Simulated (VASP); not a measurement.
Wanted: the native input for a VASP 6.6.1 run.

| Property | Result |
| --- | --- |
| Task | single point |
| Functional | PBE |
| Potentials or basis | VASP PAW PBE potentials, release 64 (Si, C) |
| Cutoff | 520 eV |
| k mesh | 6 × 6 × 4 |
| Occupations | gaussian, width 0.1 eV |
| Spin | no spin polarisation |
| Dipole correction | no |
| Further INCAR settings | ALGO = Normal; EDIFF = 1e-07; NBANDS = 21 |

The structure of Si2C lies in POSCAR:

```
Si2C
1.0
    4.0422075434      0.0000000000      0.0000000000
   -2.0211037717      3.5006544200      0.0000000000
    0.0000000000      0.0000000000      7.1708363119
Si C
4 2
Direct
    0.3333333333      0.6666666667      0.7350377192
    0.3333333333      0.6666666667      0.2649622808
    0.6666666667      0.3333333333      0.7350377192
    0.6666666667      0.3333333333      0.2649622808
    0.3333333333      0.6666666667      0.0000000000
    0.6666666667      0.3333333333      0.0000000000
```

These files were run (other wordings do the same):

INCAR

```
PREC = Accurate
ENCUT = 520
EDIFF = 1E-7
ISMEAR = 0
SIGMA = 0.1
LREAL = F
LASPH = T
NELM = 100
ALGO = Normal
ISIF = 2
LWAVE = F
LCHARG = F
GGA = PE
NBANDS = 21
```

KPOINTS

```
regular mesh
0
Gamma
  6 6 4
```

Potentials or basis: VASP PAW PBE potentials, release 64 (Si, C).

The run is started by

```console
$ cat potpaw_PBE.64/Si/POTCAR potpaw_PBE.64/C/POTCAR > POTCAR
$ mpirun -np 1 vasp_std > vasp.out
```

Results of the run:

* Pressure: -0.1 GPa
* Largest force: 0.012 eV/Å
* Band gap on the k mesh: zero (band 12 reaches 5.70 eV, above the bottom of band 13 at 5.18 eV)

Wall time 51 s on 1 thread of Intel Xeon 6975P-C, with other jobs on the host, peak memory 0.22 GiB.
